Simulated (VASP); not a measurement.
Runs of VASP 6.6.1 on Rb. The structure is that of space group Pmma (No. 51), or close to it. The cells are those of the table. 

```tsv
cell	k mesh	gap on the mesh (eV)	moment (μB)	largest force (eV/Å)
a = 11.000, b = 9.300, c = 4.979 Å, 2 atoms	1 × 1 × 8	none	(a)	-
a = 12.900, b = 9.300, c = 4.772 Å, 2 atoms	1 × 1 × 14	none	(b)	-
a = 11.000, b = 9.300, c = 7.864 Å, 2 atoms	1 × 1 × 8	none	0.14	0.05
a = 12.900, b = 9.300, c = 4.631 Å, 2 atoms	1 × 1 × 14	none	0.32	0.07
```

Alike in all rows: task single point; level PBEsol; potentials or basis VASP PAW PBE potentials, release 64 (Rb_sv); spin collinear, ferromagnetic start; cutoff (eV) 520; smearing gaussian 0.05 eV.

Task: Fill in the values left out.

Result: (a) 0.25; (b) 0.24.

Caveats: the PAW data sets were made with another functional, which shifts forces and pressure a little.

A k mesh can miss the band edges, and the runs leave out spin-orbit coupling on Rb.

A gap of «none» marks levels without a gap at the run's occupations.
